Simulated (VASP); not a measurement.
# Zr12H (a cell with a defect) in VASP: a series of runs

Runs on Zr12H (a cell with a defect). Level: PBE. Tasks: single point.

Program: VASP 6.6.1. These are calculated values, not measurements. Logs are shortened: lines on timing, memory, paths and dates and some standing lists are left out, and cuts for length are marked.

### Step 1. The cell of the first run

The cell holds a defect, 13 atoms: a = 6.460 Å, b = 9.690 Å, c = 5.145 Å, α = 90.00°, β = 90.00°, γ = 120.00°.

### Step 2. Single point, PBE

The input, INCAR:

```
SYSTEM = Zr12H
PREC = Accurate
ENCUT = 520
EDIFF = 1E-7
ISMEAR = -1
SIGMA = 0.05
LREAL = .False.
LASPH = .True.
NELM = 80
ALGO = Normal
ISIF = 2
LWAVE = .False.
LCHARG = .False.
GGA = PE
NBANDS = 84
```

The input, KPOINTS:

```
regular mesh
0
Gamma
  3 2 3
  0 0 0
```

The input, POSCAR:

```
Zr12H
1.0
    6.4600000000      0.0000000000      0.0000000000
   -4.8450000000      8.3917860000      0.0000000000
    0.0000000000      0.0000000000      5.1453900000
Zr H
12 1
Direct
   -0.0061571738     -0.0072943948     -0.0183072615
    0.1679942926      0.2227269618      0.5030920883
   -0.0016240091      0.3359128796     -0.0091423585
    0.1665470368      0.5561238096      0.5098373495
    0.0025812114      0.6679355265      0.0125677548
    0.1677160885      0.8883834740      0.4972763969
    0.4992634426     -0.0001843469     -0.0057027747
    0.6686412861      0.2236498881      0.4994958594
    0.5071691451      0.3363223276     -0.0048447251
    0.6709003725      0.5587336236      0.5170078459
    0.4980131178      0.6650602148      0.0091196197
    0.6631629881      0.8865516828      0.4953558428
    0.1650189159      0.2196235700      1.1129624771
```

Potentials or basis: VASP PAW PBE potentials, release 64 (Zr_sv, H).

Launch:

```bash
$ cat potpaw_PBE.64/Zr_sv/POTCAR potpaw_PBE.64/H/POTCAR > POTCAR
$ mpirun -np 1 vasp_std > vasp.out
```

OUTCAR:

```text
SYSTEM = Zr12H
   PREC = Accurate
   ENCUT = 520
   EDIFF = 1E-7
   ISMEAR = -1
   LREAL = .False.
   LASPH = .True.
   NELM = 80
   ISIF = 2
   GGA = PE

 ion  position               nearest neighbor table
   1  0.994  0.993  0.982-  13 2.02   6 3.10  12 3.11   2 3.13   5 3.18  11 3.19  12 3.23   7 3.23
                             7 3.23   6 3.23   2 3.31   3 3.31   9 3.32
   2  0.168  0.223  0.503-  13 2.01   1 3.13   3 3.15   9 3.16   9 3.23   8 3.23   8 3.23   4 3.24
                             6 3.24   3 3.25  10 3.25  12 3.26   1 3.31
   3  0.998  0.336  0.991-  13 2.01   4 3.09   8 3.13   2 3.15   9 3.18   8 3.20   5 3.21  11 3.21
                             7 3.24   4 3.25   2 3.25   9 3.28   1 3.31
   4  0.167  0.556  0.510-   3 3.09   5 3.16  11 3.17  11 3.17   5 3.18  12 3.21  10 3.21   6 3.22
                             8 3.22   2 3.24  10 3.25   3 3.25
   5  0.003  0.668  0.013-   6 3.11  10 3.15   4 3.16   1 3.18   4 3.18  10 3.19   3 3.21   9 3.21
                             7 3.21  11 3.21   6 3.23  11 3.25
   6  0.168  0.888  0.497-   1 3.10   5 3.11   7 3.16   7 3.18  10 3.20  12 3.21   4 3.22   5 3.23
                             1 3.23   2 3.24   8 3.24  12 3.25
   7  0.499  1.000  0.994-   6 3.16   8 3.16  12 3.17  12 3.18   6 3.18   8 3.21   5 3.21   1 3.23
                             1 3.23   9 3.24  11 3.24   3 3.24
   8  0.669  0.224  0.499-   3 3.13   9 3.15   7 3.16   9 3.19   3 3.20   7 3.21   4 3.22   2 3.23
                             2 3.23  10 3.24   6 3.24  12 3.25
   9  0.507  0.336  0.995-  13 2.01  10 3.09   8 3.15   2 3.16   3 3.18   8 3.19   5 3.21  11 3.22
                             2 3.23   7 3.24  10 3.27   3 3.28   1 3.32
  10  0.671  0.559  0.517-   9 3.09  11 3.14   5 3.15   5 3.19   6 3.20  12 3.20  11 3.21   4 3.21
                             8 3.24   4 3.25   2 3.25   9 3.27
  11  0.498  0.665  0.009-  12 3.12  10 3.14   4 3.17   4 3.17   1 3.19  10 3.21   3 3.21   5 3.21
                             9 3.22  12 3.23   7 3.24   5 3.25
  12  0.663  0.887  0.495-   1 3.11  11 3.12   7 3.17   7 3.18  10 3.20   4 3.21   6 3.21   1 3.23
                            11 3.23   8 3.25   6 3.25   2 3.26
  13  0.165  0.220  0.113-   2 2.01   9 2.01   3 2.01   1 2.02

  LATTYP: Found a simple monoclinic cell.
 ALAT       =     6.4600000000
 B/A-ratio  =     0.7965000000
 C/A-ratio  =     1.3228756308
 COS(beta)  =    -0.1889822400

  Lattice vectors:

 A1 = (   6.4600000000,   0.0000000000,   0.0000000000)
 A2 = (   0.0000000000,   0.0000000000,   5.1453900000)
 A3 = (  -1.6150000000,  -8.3917860000,   0.0000000000)

Analysis of symmetry for initial positions (statically):
=====================================================================
 Subroutine PRICEL returns:
 Original cell was already a primitive cell.

 Routine SETGRP: Setting up the symmetry group for a
 simple monoclinic supercell.

 Subroutine GETGRP returns: Found  1 space group operations
[... 163 lines left out ...]
     AMIX_MAG =   1.60;   BMIX_MAG =  1.00
  volume/ion in A,a.u.               =      21.46       144.80
  Fermi-wavevector in a.u.,A,eV,Ry     =   1.316323  2.487490 23.574895  1.732706
  Thomas-Fermi vector in A             =   2.446443
   LORBIT       =      0    0 simple, 1 ext, 2 COOP (PROOUT), +10 PAW based schemes
   GGA     = PE    functional components
   LHFCALC =     F    Hartree Fock is set to
   AEXX    =    0.0000 exact exchange contribution
   IVDW    =     0    specifies the selected vdW correction
   LEPSILON=     F    determine dielectric tensor
   LRPA    =     F    only Hartree local field effects (RPA)
 non-spin polarized calculation
  energy-cutoff  :      520.00
  volume of cell :      278.94
 maximum number of plane-waves:      7545
   NGX = 25   NGY = 37   NGZ = 19

 number of electron     145.0000001 magnetization

 Free energy of the ion-electron system (eV)
  ---------------------------------------------------
  ext. energy  EPLUGINS =         0.00000000
  ---------------------------------------------------
  free energy    TOTEN  =      -105.83259734 eV

  energy without entropy =     -105.65631147  energy(sigma->0) =     -105.74445440

 E-fermi :   9.0303     XC(G=0): -11.1273

 val. band max:        9.0207623821   @ k =  -0.3333   0.5000   0.3333
 cond. band min:       9.0310869434   @ k =   0.0000   0.5000   0.3333
 fundamental gap:      0.0103245612
 Fermi energy:         9.0303334803

 k-point     1 :       0.0000    0.0000    0.0000
  band No.  band energies     occupation
      1     -39.7710      2.00000
      2     -39.6827      2.00000
      3     -39.6674      2.00000
      4     -39.6515      2.00000
      5     -39.6307      2.00000
      6     -39.6165      2.00000
[... 859 lines left out ...]
     83       9.7203      0.00000
     84      10.0468      0.00000

------------------------ aborting loop because EDIFF is reached ----------------------------------------

  FORCE on cell =-STRESS in cart. coord.  units (eV):
  Direction    XX          YY          ZZ          XY          YZ          ZX
  --------------------------------------------------------------------------------------
  -------------------------------------------------------------------------------------
  Total        3.7437373      3.6165899      4.1737529      0.0961731      0.0481237     -0.0632608
  in kB       21.5035784     20.7732590     23.9735365      0.5524068      0.2764170     -0.3633625
  external PRESSURE =      22.0834580 kB  Pullay stress =       0.0000000 kB

 VOLUME and BASIS-vectors are now :
 -----------------------------------------------------------------------------
  energy-cutoff  :      520.00
  volume of cell :      278.94
      direct lattice vectors                 reciprocal lattice vectors
     6.460000000  0.000000000  0.000000000     0.154798762  0.089373108  0.000000000
    -4.845000000  8.391786000  0.000000000     0.000000000  0.119164145  0.000000000
     0.000000000  0.000000000  5.145390000     0.000000000  0.000000000  0.194348728

 POSITION                                       TOTAL-FORCE (eV/Angst)
 -----------------------------------------------------------------------------------
      1.61057      8.33057      5.05119        -0.000922     -0.002309      0.004080
      0.00613      1.86908      2.58861         0.000828     -0.000758      0.001420
      4.82201      2.81891      5.09835        -0.005468      0.000877     -0.001371
     -1.61853      4.66687      2.62331        -0.003905      0.000959     -0.000416
     -3.21947      5.60517      0.06467        -0.001743     -0.001161      0.001686
     -3.22077      7.45512      2.55868         0.006784     -0.002351     -0.003473
     -1.61887      8.39024      5.11605         0.001891     -0.002446      0.001608
      3.23584      1.87682      2.57010        -0.001353      0.004029      0.000522
      1.64683      2.82235      5.12046         0.000391      0.004046     -0.004130
      1.62695      4.68877      2.66021         0.003751     -0.002158      0.000424
     -0.00505      5.58104      0.04692         0.003354      0.000517     -0.000299
     -0.01131      7.43975      2.54880        -0.004218     -0.001778     -0.002964
      0.00195      1.84303      0.58124         0.000610      0.002534      0.002913
 -----------------------------------------------------------------------------------
    total drift:                               -0.000031     -0.000012     -0.000002

  FREE ENERGIE OF THE ION-ELECTRON SYSTEM (eV)
  ---------------------------------------------------
  free  energy   TOTEN  =      -105.8325973428 eV

  energy  without entropy=     -105.6563114669  energy(sigma->0) =     -105.74445440
```

stdout:

```text
POSCAR found type information on POSCAR ZrH
 POSCAR found :  2 types and      13 ions
 scaLAPACK will be used
 LDA part: xc-table for (Slater+PW92), standard interpolation
 -----------------------------------------------------------------------------
|                                                                             |
|           W    W    AA    RRRRR   N    N  II  N    N   GGGG   !!!           |
|           W    W   A  A   R    R  NN   N  II  NN   N  G    G  !!!           |
|           W    W  A    A  R    R  N N  N  II  N N  N  G       !!!           |
|           W WW W  AAAAAA  RRRRR   N  N N  II  N  N N  G  GGG   !            |
|           WW  WW  A    A  R   R   N   NN  II  N   NN  G    G                |
|           W    W  A    A  R    R  N    N  II  N    N   GGGG   !!!           |
|                                                                             |
|     Your reciprocal lattice and k-lattice belong to different lattice       |
|     classes:                                                                |
|                                                                             |
|        The reciprocal lattice is simple monoclinic,                         |
|        whereas your k-lattice is hexagonal.                                 |
|                                                                             |
|     Results are often still useful ...                                      |
|                                                                             |
 -----------------------------------------------------------------------------

 POSCAR, INCAR and KPOINTS ok, starting setup
 FFT: planning ... GRIDC
 FFT: planning ... GRID_SOFT
 FFT: planning ... GRID
 WAVECAR not read
 entering main loop
```

Run time: 10 min. Hardware: 1 thread of AMD EPYC 7R43 (Zen 3), shared host; peak memory 0.38 GiB.

Results:

```
Free energy   : -105.8326 eV
Pressure      : 2.2 GPa
Largest force : 0.008 eV/Å
```

Forces on the atoms (eV/Å):
```
Zr  -0.001 -0.002  0.004
Zr   0.001 -0.001  0.001
Zr  -0.005  0.001 -0.001
Zr  -0.004  0.001  0.000
Zr  -0.002 -0.001  0.002
Zr   0.007 -0.002 -0.003
Zr   0.002 -0.002  0.002
Zr  -0.001  0.004  0.001
Zr   0.000  0.004 -0.004
Zr   0.004 -0.002  0.000
Zr   0.003  0.001  0.000
Zr  -0.004 -0.002 -0.003
H    0.001  0.003  0.003
```

Caveat: the k points lie up to 0.41 Å⁻¹ apart.

(Continued in part 2 of 2.)
